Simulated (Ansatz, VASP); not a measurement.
## Two plane-wave programs on LiMgBN2

INCAR

```
  ALGO = Normal
  EDIFF = 1E-6
  EDIFFG = -0.005
  ENCUT = 600
  GGA = PS
  IBRION = 2
  ISIF = 3
  ISMEAR = 0
  LASPH = T
  LCHARG = F
  LREAL = F
  LWAVE = F
  NELM = 100
  NSW = 100
  PREC = Accurate
  SIGMA = 0.02
```

Contents of KPOINTS:

```
k-points
0
Gamma
  10 10 10
```

POSCAR

```
LiMgBN2
1.0
   -1.9096560000      1.9096560000      4.4435220000
    1.9096560000     -1.9096560000      4.4435220000
    1.9096560000      1.9096560000     -4.4435220000
Li Mg B N
1 1 1 2
Direct
    0.2500000000      0.7500000000      0.5000000000
    0.7500000000      0.2500000000      0.5000000000
    0.5000000000      0.5000000000      0.0000000000
    0.6512635000      0.6512635000      0.0000000000
    0.3487365000      0.3487365000      0.0000000000
```

Input for Ansatz:

```yaml
crystal:
  lattice:
    - [-1.909656, 1.909656, 4.443522]
    - [1.909656, -1.909656, 4.443522]
    - [1.909656, 1.909656, -4.443522]
  atoms:
    - { symbol: Li, position: [0.25, 0.75, 0.5] }
    - { symbol: Mg, position: [0.75, 0.25, 0.5] }
    - { symbol: B, position: [0.5, 0.5, 0.0] }
    - { symbol: "N", position: [0.6512635, 0.6512635, 0.0] }
    - { symbol: "N", position: [0.3487365, 0.3487365, 0.0] }
basis:
  ecutwfc: 520.0
kpoints:
  mp_grid: { grid: [10, 10, 10] }
hamiltonian:
  xc: pbesol
  pseudopotentials: { kind: paw }
scf:
  occupations: { method: gaussian, width: 0.02 }
output:
  forces: true
  stress: true
  eigenvalues: true
relax:
  adjacent_minimum: "off"
  f_tol: 0.005
  max_steps: 80
  cell: { stress_tol: 0.05 }
```

Alike in both runs: task relaxation of cell and atoms; functional PBEsol; k mesh 10 × 10 × 10; occupations gaussian, width 0.02 eV; no spin polarisation.

```csv
,VASP,Ansatz
version,VASP 6.6.1,Ansatz 0.2.0
potentials or method,"VASP PAW PBE potentials, release 64 (Li_sv, Mg, B, N), cutoff 600 eV","scalar-relativistic, plane waves, PAW"
valence electrons in the cell,18,26
```

```tsv
	VASP	Ansatz	Ansatz less VASP
gap on the k mesh at the Fermi level, each at its own relaxed structure (eV)	2.54	2.54	-0.005
relaxed volume (Å³/atom)	12.60	12.63	+0.030
relaxed length of the cell vector where the two differ most in proportion (Å)	5.167	5.168	+0.0014
```

VASP's potentials were made for PBE, not for PBEsol. VASP's potentials hold 18 valence electrons a cell and Ansatz's 26, so a difference there can come from the potentials and not from the codes.

Noted on VASP's run: the cutoff is under 1.25 times that of the potentials, so the pressure is a little rough.
